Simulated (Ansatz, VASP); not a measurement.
## HF: VASP beside Ansatz

```
F H
1.0
     6.73866    0.00000    0.00000
     0.00000    6.73866    0.00000
     0.00000    0.00000    6.73866
F H
10 10
Direct
  0.58845 0.46729 0.49342
  0.85128 0.11378 0.47436
  0.49064 0.86106 0.98867
  0.08353 0.24702 0.12091
  0.41039 0.87983 0.60576
  0.73574 0.30955 0.03991
  0.16099 0.75287 0.35665
  0.98791 0.55690 0.89612
  0.25181 0.32494 0.45073
  0.78414 0.74037 0.36453
  0.45797 0.41685 0.45776
  0.78244 0.99412 0.45110
  0.44593 0.87068 0.85564
  0.93699 0.24361 0.11524
  0.30190 0.83621 0.52311
  0.78404 0.42071 0.96438
  0.01916 0.74214 0.37079
  0.07800 0.46821 0.96045
  0.18431 0.28143 0.33166
  0.69477 0.63387 0.41101
```

Alike in both runs: functional PBE; dispersion D3(BJ); k mesh 1 × 1 × 1; occupations fermi-dirac, width 0.02 eV; no spin polarisation.

Ansatz relaxed the structure, and its values are those at the end. VASP's run is a single point on that final structure, the one shown.

```csv
,VASP,Ansatz
version,VASP 6.6.1,Ansatz 0.2.0
potentials or method,"VASP PAW PBE potentials, release 64 (F, H), cutoff 520 eV","scalar-relativistic, plane waves, PAW"
valence electrons in the cell,80,80
```

```csv
,VASP,Ansatz,Ansatz less VASP
rms of the force components (eV/Å),0.123,0.072,-0.0513
```

One of these differences is far larger than is usual between the two programs; its cause wasn't traced.
